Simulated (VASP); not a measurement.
**ZnSe: single point with PBE**

The system is ZnSe.

```
CELL_PARAMETERS angstrom
0.00000 2.86614 2.86614
2.86614 0.00000 2.86614
2.86614 2.86614 0.00000
ATOMIC_POSITIONS crystal
Zn 0.00000 0.00000 0.00000
Se 0.25000 0.25000 0.25000
```

| Quantity | Value |
| --- | --- |
| Program | VASP 6.6.1 |
| Task | single point |
| Functional | PBE |
| Potentials or basis | VASP PAW PBE potentials, release 64 (Zn, Se) |
| Cutoff | 520 eV |
| k mesh | 8 × 8 × 8 |
| Occupations | fermi-dirac, width 0.02 eV |
| Spin | no spin polarisation |
| Dipole correction | no |
| Further INCAR settings | ALGO = Normal; EDIFF = 1e-06; NBANDS = 16 |

* Pressure: 0.2 GPa
* Band gap on the k mesh: 1.15 eV

Levels at points of the mesh, in eV from the valence-band top:
| k point | band 7 | band 8 | band 9 | band 10 | band 11 | band 12 |
| --- | --- | --- | --- | --- | --- | --- |
| (0.00, 0.00, 0.00) | 0.00 | 0.00 | 0.00 | 1.15 | 5.81 | 5.81 |
| (0.50, 0.00, 0.00) | -5.01 | -0.82 | -0.82 | 2.48 | 6.38 | 6.38 |
| (0.50, 0.50, 0.00) | -4.61 | -2.07 | -2.07 | 3.06 | 3.46 | 10.50 |

It took 36 s on 1 thread of Intel Xeon 8259CL, with other jobs on the host, peak memory 0.18 GiB.
